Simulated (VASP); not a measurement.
A run of VASP 6.6.1 is set up as follows.

INCAR

```
ALGO = Normal
EDIFF = 1E-6
ENCUT = 520
GGA = CA
ISIF = 2
ISMEAR = 0
ISPIN = 2
LASPH = True
LCHARG = True
LELF = True
LMAXMIX = 4
LORBIT = 11
LREAL = False
LVHAR = True
LWAVE = False
MAGMOM = 1.69
NBANDS = 15
NELM = 150
NUPDOWN = 1.69
PREC = Accurate
SIGMA = 0.1
```

Contents of KPOINTS:

```
k-points
0
Gamma
  12 12 12
```

POSCAR

```
Ni
1.0
    0.0000000000      1.7584000000      1.7584000000
    1.7584000000      0.0000000000      1.7584000000
    1.7584000000      1.7584000000      0.0000000000
Ni
1
Direct
    0.0000000000      0.0000000000      0.0000000000
```

Potentials or basis: VASP PAW LDA potentials, release 64 (Ni).

Command:

```bash
$ cat potpaw_LDA.64/Ni/POTCAR > POTCAR
$ mpirun -np 1 vasp_std > vasp.out
```

(1) What does it give for the pressure?

Results:

(1) -0.2 GPa.

Caveat: the total moment is fixed, so each spin has its own Fermi level.
